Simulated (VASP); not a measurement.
## CoSn: single point with PBE

CoSn:

```xyz
2
Lattice="3.1451 0.0000 0.0000 0.0000 3.1451 0.0000 0.0000 0.0000 3.1451" Properties=species:S:1:pos:R:3 pbc="T T T"
Co    0.0000    0.0000    0.0000
Sn    1.5726    1.5726    1.5726
```

```json
{"Program": "VASP 6.6.1", "Task": "single point", "Functional": "PBE", "Potentials or basis": "VASP PAW PBE potentials, release 64 (Co, Sn_d)", "Cutoff": "520 eV", "k mesh": "6 × 6 × 6", "Occupations": "gaussian, width 0.1 eV", "Spin": "no spin polarisation", "Dipole correction": "no", "Further INCAR settings": "ALGO = Fast; EDIFF = 1e-06; NBANDS = 18"}
```

```yaml
Pressure: -0.3 GPa
```

Levels at points of the mesh, in eV from the Fermi level:
```tsv
k point	band 7	band 8	band 9	band 10	band 11	band 12	band 13	band 14	band 15	band 16
(0.00, 0.00, 0.00)	-2.08	-2.08	-0.72	-0.72	-0.72	2.76	2.76	2.76	8.17	8.56
(0.50, 0.00, 0.00)	-7.10	-1.92	-1.65	-1.65	-0.74	-0.16	7.52	7.52	9.25	9.58
(0.50, 0.50, 0.00)	-4.15	-4.15	-2.30	-1.10	-1.10	-0.29	0.88	1.54	8.38	11.05
(0.50, 0.50, 0.50)	-4.04	-4.04	-2.35	-0.26	-0.26	2.34	2.34	2.34	2.85	2.85
```

It took 5 s on 1 thread of Intel(R) Xeon(R) 6975P-C (Granite Rapids), with other jobs on the host, peak memory 0.13 GiB.

Caveat: spin-orbit coupling is left out, which moves the levels of the heavy elements. Spin polarisation is off, so any magnetic state and its effect on volume and gap are missing.
